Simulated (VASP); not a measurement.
# HfZr3S8 (P-3m1) in VASP: relaxation of cell and atoms with PBE

Aim: the relaxation of cell and atoms of HfZr3S8 with PBE.

Program: VASP 6.6.1. These are calculated values, not measurements. Logs are shortened: lines on timing, memory, paths and dates and some standing lists are left out, and cuts for length are marked.

## (1) The cell of the first run

It takes space group P-3m1 (No. 164, trigonal). The conventional cell has a = 3.676 Å, b = 3.676 Å, c = 25.765 Å, α = 90.00°, β = 90.00°, γ = 120.00°. Zr (site symmetry 3m) has 6 S at 2.57 Å within 3.4 Å. Zr (site symmetry -3m) has 6 S at 2.57 Å within 3.4 Å. Within 3.4 Å of Hf (site symmetry -3m) lie 6 S at 2.56 Å. Within 3.4 Å of S (site symmetry 3m) lie 3 Zr at 2.57 Å. S (site symmetry 3m) has 3 Hf at 2.56 Å within 3.4 Å. Within 3.4 Å of S (site symmetry 3m) lie 3 Zr at 2.57 Å. Within 3.4 Å of S (site symmetry 3m) lie 3 Zr at 2.57 Å.

## (2) Relaxation of cell and atoms, PBE

Contents of INCAR:

```
SYSTEM = HfZr3S8
  ALGO = Normal
  EDIFF = 1E-6
  EDIFFG = -0.01
  ENCUT = 600
  GGA = PE
  IBRION = 2
  ISIF = 3
  ISMEAR = 0
  LASPH = .TRUE.
  LCHARG = .FALSE.
  LREAL = .FALSE.
  LWAVE = .FALSE.
  NELM = 80
  NSW = 100
  PREC = Accurate
  SIGMA = 0.02
```

Contents of KPOINTS:

```
k-points
0
G
  12 12 1
  0 0 0
```

Contents of POSCAR:

```
HfZr3S8
1.0
    3.6760492543      0.0000000000      0.0000000000
   -1.8380246272      3.1835520398      0.0000000000
    0.0000000000      0.0000000000     25.7652232773
Zr Hf S
3 1 8
Direct
    0.0000000000      0.0000000000      0.7496834460
    0.0000000000      0.0000000000      0.2503165540
    0.0000000000      0.0000000000      0.5000000000
    0.0000000000      0.0000000000      0.0000000000
    0.3333333333      0.6666666667      0.8059460459
    0.3333333333      0.6666666667      0.0555973927
    0.3333333333      0.6666666667      0.3065794078
    0.3333333333      0.6666666667      0.5562605213
    0.6666666667      0.3333333333      0.9444026073
    0.6666666667      0.3333333333      0.1940539541
    0.6666666667      0.3333333333      0.4437394787
    0.6666666667      0.3333333333      0.6934205922
```

Potentials or basis: VASP PAW PBE potentials, release 64 (Zr_sv, Hf_pv, S).

Started as:

```
$ cat potpaw_PBE.64/Zr_sv/POTCAR potpaw_PBE.64/Hf_pv/POTCAR potpaw_PBE.64/S/POTCAR > POTCAR
$ mpirun -np 1 vasp_std > vasp.out
```

OUTCAR:

```text
SYSTEM = HfZr3S8
   EDIFF = 1E-6
   EDIFFG = -0.01
   ENCUT = 600
   GGA = PE
   IBRION = 2
   ISIF = 3
   ISMEAR = 0
   LASPH = .TRUE.
   LREAL = .FALSE.
   NELM = 80
   NSW = 100
   PREC = Accurate

 ion  position               nearest neighbor table
   1  0.000  0.000  0.750-   5 2.57   5 2.57   5 2.57  12 2.57  12 2.57  12 2.57
   2  0.000  0.000  0.250-  10 2.57  10 2.57  10 2.57   7 2.57   7 2.57   7 2.57
   3  0.000  0.000  0.500-   8 2.57  11 2.57  11 2.57   8 2.57  11 2.57   8 2.57
   4  0.000  0.000  0.000-   6 2.56   9 2.56   9 2.56   6 2.56   9 2.56   6 2.56
   5  0.333  0.667  0.806-   1 2.57   1 2.57   1 2.57
   6  0.333  0.667  0.056-   4 2.56   4 2.56   4 2.56
   7  0.333  0.667  0.307-   2 2.57   2 2.57   2 2.57
   8  0.333  0.667  0.556-   3 2.57   3 2.57   3 2.57
   9  0.667  0.333  0.944-   4 2.56   4 2.56   4 2.56
  10  0.667  0.333  0.194-   2 2.57   2 2.57   2 2.57
  11  0.667  0.333  0.444-   3 2.57   3 2.57   3 2.57
  12  0.667  0.333  0.693-   1 2.57   1 2.57   1 2.57

  LATTYP: Found a hexagonal cell.
 ALAT       =     3.6760492543
 C/A-ratio  =     7.0089439762

  Lattice vectors:

 A1 = (   3.6760492543,   0.0000000000,   0.0000000000)
 A2 = (  -1.8380246272,   3.1835520398,   0.0000000000)
 A3 = (   0.0000000000,   0.0000000000,  25.7652232773)

Analysis of symmetry for initial positions (statically):
=====================================================================
 Subroutine PRICEL returns:
 Original cell was already a primitive cell.

 Routine SETGRP: Setting up the symmetry group for a
 hexagonal supercell.

 Subroutine GETGRP returns: Found 12 space group operations
 (whereof 12 operations were pure point group operations)
 out of a pool of 24 trial point group operations.

The static configuration has the point symmetry D_3d.

Analysis of symmetry for dynamics (positions and initial velocities):
=====================================================================
 Subroutine PRICEL returns:
 Original cell was already a primitive cell.

 Routine SETGRP: Setting up the symmetry group for a
 hexagonal supercell.

 Subroutine GETGRP returns: Found 12 space group operations
 (whereof 12 operations were pure point group operations)
 out of a pool of 24 trial point group operations.

The dynamic configuration has the point symmetry D_3d.

 Subroutine INISYM returns: Found 12 space group operations
 (whereof 12 operations are pure point group operations),
 and found     1 'primitive' translations

----------------------------------------------------------------------------------------

                                     Primitive cell

  volume of cell :     301.5277

  direct lattice vectors                    reciprocal lattice vectors
     3.676049254  0.000000000  0.000000000     0.272031176  0.157057272  0.000000000
    -1.838024627  3.183552040  0.000000000     0.000000000  0.314114545  0.000000000
     0.000000000  0.000000000 25.765223277     0.000000000  0.000000000  0.038812006

  length of vectors
     3.676049254  3.676049254 25.765223277     0.314114545  0.314114545  0.038812006

  position of ions in fractional coordinates (direct lattice)
     0.000000000  0.000000000  0.749683446
     0.000000000  0.000000000  0.250316554
     0.000000000  0.000000000  0.500000000
     0.000000000  0.000000000  0.000000000
     0.333333333  0.666666667  0.805946046
     0.333333333  0.666666667  0.055597393
     0.333333333  0.666666667  0.306579408
     0.333333333  0.666666667  0.556260521
     0.666666667  0.333333333  0.944402607
     0.666666667  0.333333333  0.194053954
     0.666666667  0.333333333  0.443739479
     0.666666667  0.333333333  0.693420592

  ion indices of the primitive-cell ions
   primitive index   ion index
                 1           1
                 2           2
                 3           3
                 4           4
                 5           5
                 6           6
                 7           7
                 8           8
                 9           9
                10          10
                11          11
                12          12

----------------------------------------------------------------------------------------

 KPOINTS: k-points

Automatic generation of k-mesh.
 Grid dimensions read from file:
 generate k-points for:   12   12    1

 Generating k-lattice:

  Cartesian coordinates                     Fractional coordinates (reciprocal lattice)
     0.022669265  0.013088106  0.000000000     0.083333333  0.000000000  0.000000000
     0.000000000  0.026176212  0.000000000     0.000000000  0.083333333  0.000000000
     0.000000000  0.000000000  0.038812006     0.000000000  0.000000000  1.000000000

  Length of vectors
     0.026176212  0.026176212  0.038812006

  Shift w.r.t. Gamma in fractional coordinates (k-lattice)
     0.000000000  0.000000000  0.000000000

 Subroutine IBZKPT returns following result:
 ===========================================

 Found     19 irreducible k-points:

 Following reciprocal coordinates:
            Coordinates               Weight
  0.000000  0.000000  0.000000      1.000000
  0.083333  0.000000  0.000000      6.000000
  0.166667  0.000000  0.000000      6.000000
  0.250000  0.000000  0.000000      6.000000
  0.333333  0.000000  0.000000      6.000000
  0.416667  0.000000  0.000000      6.000000
[... 11 lines left out ...]
  0.333333  0.250000  0.000000     12.000000
  0.333333  0.333333  0.000000      2.000000
   k-points           NKPTS =     19   k-points in BZ     NKDIM =     19   number of bands    NBANDS=     56
   number of dos      NEDOS =    301   number of ions     NIONS =     12
   total plane-waves  NPLWV = 189000
   dimension x,y,z NGX =    30 NGY =   30 NGZ =  210
   dimension x,y,z NGXF=    60 NGYF=   60 NGZF=  420
   ions per type =               3   1   8
   NGX,Y,Z   is equivalent  to a cutoff of  13.57, 13.57, 13.55 a.u.
   NGXF,Y,Z  is equivalent  to a cutoff of  27.13, 27.13, 27.10 a.u.
 SYSTEM =  HfZr3S8
   PREC   = accura    normal or accurate (medium, high low for compatibility)
   ISTART =      0    job   : 0-new  1-cont  2-samecut
   ICHARG =      2    charge: 1-file 2-atom 10-const
   ISPIN  =      1    spin polarized calculation?
   LNONCOLLINEAR =      F non collinear calculations
   LSORBIT =      F    spin-orbit coupling
   LASPH  =      T    aspherical Exc in radial PAW
   ENCUT  =  600.0 eV  44.10 Ry    6.64 a.u.   7.34  7.34 51.46*2*pi/ulx,y,z
   NELM   =     80;   NELMIN=  2; NELMDL= -5     # of ELM steps
   EDIFF  = 0.1E-05   stopping-criterion for ELM
   LREAL  =      F    real-space projection
   EDIFFG = -.1E-01   stopping-criterion for IOM
   NSW    =    100    number of steps for IOM
   IBRION =      2    ionic relax: 0-MD 1-quasi-New 2-CG
   NFREE  =      1    steps in history (QN), initial steepest desc. (CG)
   ISIF   =      3    stress and relaxation
   ISYM   =      2    0-nonsym 1-usesym 2-fastsym
   POTIM  = 0.5000    time-step for ionic-motion
   TEBEG  =    0.0;   TEEND  =   0.0 temperature during run
   PSTRESS=    0.0 pullay stress
   NELECT =      94.0000    total number of electrons
   NUPDOWN=      -1.0000    fix difference up-down
   EMIN   =  10.00;   EMAX   =-10.00  energy-range for DOS
   EFERMI =   0.00;   METHOD = LEGACY
   ISMEAR =     0;   SIGMA  =   0.02  broadening in eV -4-tet -1-fermi 0-gaus
   EFERMI_NEDOS =   21; number of points for ismear=-14 and -15
   IALGO  =     38    algorithm
   IMIX   =      4    mixing-type and parameters
     AMIX     =   0.40;   BMIX     =  1.00
     AMIX_MAG =   1.60;   BMIX_MAG =  1.00
  volume/ion in A,a.u.               =      25.13       169.57
  Fermi-wavevector in a.u.,A,eV,Ry     =   1.110048  2.097686 16.765185  1.232206
  Thomas-Fermi vector in A             =   2.246595
   LORBIT       =      0    0 simple, 1 ext, 2 COOP (PROOUT), +10 PAW based schemes
   GGA     = PE    functional components
   LHFCALC =     F    Hartree Fock is set to
   AEXX    =    0.0000 exact exchange contribution
   IVDW    =     0    specifies the selected vdW correction
   LEPSILON=     F    determine dielectric tensor
   LRPA    =     F    only Hartree local field effects (RPA)
 conjugate gradient relaxation of ions
 non-spin polarized calculation
 Gauss-broadening in eV      SIGMA  =   0.02
  energy-cutoff  :      600.00
  volume of cell :      301.53
 maximum number of plane-waves:     10121
 NGX is ok and might be reduce to    30
   NGX = 15   NGY = 15   NGZ =103

--------------------------------------- Ionic step        1  -------------------------------------------

 number of electron      93.9999993 magnetization

 Free energy of the ion-electron system (eV)
  ---------------------------------------------------
  ext. energy  EPLUGINS =         0.00000000
  ---------------------------------------------------
  free energy    TOTEN  =       -87.24679444 eV

  energy without entropy =      -87.24679444  energy(sigma->0) =      -87.24679444

 E-fermi :   3.2982     XC(G=0):  -8.9610

 val. band max:        3.1165936902   @ k =   0.0000   0.0000   0.0000
 cond. band min:       4.2257936332   @ k =   0.5000   0.0000   0.0000
 fundamental gap:      1.1091999430
 Fermi energy:         3.2981806105

 k-point     1 :       0.0000    0.0000    0.0000
  band No.  band energies     occupation
      1     -45.7692      2.00000
      2     -45.7692      2.00000
      3     -45.7681      2.00000
      4     -27.6014      2.00000
      5     -27.4931      2.00000
      6     -27.4931      2.00000
[... 1241 lines left out ...]
  FREE ENERGIE OF THE ION-ELECTRON SYSTEM (eV)
  ---------------------------------------------------
  free  energy   TOTEN  =       -87.2475979713 eV

  energy  without entropy=      -87.2475979713  energy(sigma->0) =      -87.24759797

[... ionic steps 4 to 15 ...]

--------------------------------------- Ionic step       16  -------------------------------------------

 number of electron      93.9999993 magnetization

------------------------ aborting loop because EDIFF is reached ----------------------------------------

  FORCE on cell =-STRESS in cart. coord.  units (eV):
  Direction    XX          YY          ZZ          XY          YZ          ZX
  --------------------------------------------------------------------------------------
  -------------------------------------------------------------------------------------
  Total       -0.3220056     -0.3220056      0.3231718      0.0000000      0.0000000      0.0000000
  in kB       -1.6432310     -1.6432310      1.6491821      0.0000000      0.0000000      0.0000000
  external PRESSURE =      -0.5457600 kB  Pullay stress =       0.0000000 kB
[... 77 lines left out ...]
  energy  without entropy=      -87.2530112030  energy(sigma->0) =      -87.25301120

--------------------------------------- Ionic step       18  -------------------------------------------

 number of electron      93.9999995 magnetization

 Free energy of the ion-electron system (eV)
  ---------------------------------------------------
  ext. energy  EPLUGINS =         0.00000000
  ---------------------------------------------------
  free energy    TOTEN  =       -87.25360995 eV

  energy without entropy =      -87.25360995  energy(sigma->0) =      -87.25360995

 E-fermi :   2.9132     XC(G=0):  -8.7015

 val. band max:        2.7270700978   @ k =   0.0000   0.0000   0.0000
 cond. band min:       3.8415897504   @ k =   0.5000   0.0000   0.0000
 fundamental gap:      1.1145196526
 Fermi energy:         2.9132266349

 k-point     1 :       0.0000    0.0000    0.0000
  band No.  band energies     occupation
      1     -46.1635      2.00000
      2     -46.1635      2.00000
      3     -46.1623      2.00000
      4     -27.9817      2.00000
      5     -27.8725      2.00000
      6     -27.8725      2.00000
[... 1149 lines left out ...]
  FREE ENERGIE OF THE ION-ELECTRON SYSTEM (eV)
  ---------------------------------------------------
  free  energy   TOTEN  =       -87.2536099479 eV

  energy  without entropy=      -87.2536099479  energy(sigma->0) =      -87.25360995

 reached required accuracy - stopping structural energy minimisation
```

Wall time 1.5 h (1 thread of Oxide Virtual Turin-like, shared host); peak memory 0.69 GiB.

Results:

```yaml
Free_energy: -87.2536 eV
Relaxed_volume: 26.19 Å³/atom
Relaxed_cell: a = 3.675 Å, b = 3.675 Å, c = 26.865 Å, α = 90.00°, β = 90.00°, γ = 120.00°
Space_group_after_relaxing_to_0.1_Å: P-3m1 (No. 164)
Energy_gained_by_relaxing: 0.6 meV/atom
Ionic_steps: 18
Pressure_after_relaxing: 0.0 GPa
Largest_force_after_relaxing: 0.006 eV/Å
Band_gap_on_the_k_mesh: 1.11 eV (least direct gap 1.68 eV)
```

Forces in eV/Å, atoms in the order of the input:
```
Zr   0.000  0.000 -0.004
Zr   0.000  0.000  0.004
Zr   0.000  0.000  0.000
Hf   0.000  0.000  0.000
S    0.000  0.000  0.006
S    0.000  0.000  0.006
S    0.000  0.000  0.002
S    0.000  0.000  0.005
S    0.000  0.000 -0.006
S    0.000  0.000 -0.006
S    0.000  0.000 -0.005
S    0.000  0.000 -0.002
```

Step by step:
| step | energy change (eV) | largest force (eV/Å) | pressure (GPa) | volume (Å³) |
| --- | --- | --- | --- | --- |
| 1 | 0.0000 | 0.0420 | 0.09 | 301.53 |
| 2 | -0.0008 | 0.0511 | -0.09 | 302.11 |
| 3 | -0.0008 | 0.0522 | -0.11 | 302.19 |
| 4 | -0.0013 | 0.0246 | 0.00 | 301.99 |
| 5 | -0.0013 | 0.0253 | 0.04 | 301.92 |
| 6 | -0.0015 | 0.0236 | 0.04 | 302.09 |
| 7 | -0.0021 | 0.0182 | 0.06 | 302.58 |
| 8 | -0.0030 | 0.0113 | 0.08 | 303.56 |
| 9 | -0.0042 | 0.0349 | 0.14 | 305.53 |
| 10 | -0.0043 | 0.0843 | 0.26 | 309.48 |
| 11 | -0.0044 | 0.0837 | 0.24 | 309.58 |
| 12 | -0.0045 | 0.0806 | 0.22 | 309.87 |
| 13 | -0.0048 | 0.0747 | 0.18 | 310.45 |
| 14 | -0.0052 | 0.0628 | 0.10 | 311.61 |
| 15 | -0.0054 | 0.0396 | -0.06 | 313.93 |
| 16 | -0.0056 | 0.0365 | -0.05 | 313.96 |
| 17 | -0.0062 | 0.0259 | -0.04 | 314.06 |
| 18 | -0.0068 | 0.0056 | -0.02 | 314.27 |

Final structure:
```
Zr Hf S
1.0
     3.67532    0.00000    0.00000
    -1.83766    3.18292    0.00000
     0.00000    0.00000   26.86459
Zr Hf S
3 1 8
Direct
  0.00000 0.00000 0.74968
  0.00000 0.00000 0.25032
  0.00000 0.00000 0.50000
  0.00000 0.00000 0.00000
  0.33333 0.66667 0.80376
  0.33333 0.66667 0.05321
  0.33333 0.66667 0.30442
  0.33333 0.66667 0.55409
  0.66667 0.33333 0.94679
  0.66667 0.33333 0.19624
  0.66667 0.33333 0.44591
  0.66667 0.33333 0.69558
```

Caveat: spin-orbit coupling is left out, which moves the levels of the heavy elements; this functional lacks dispersion, which binds layers or chains, so the pressure and a relaxed spacing across them are unreliable. A k mesh can miss the band edges.
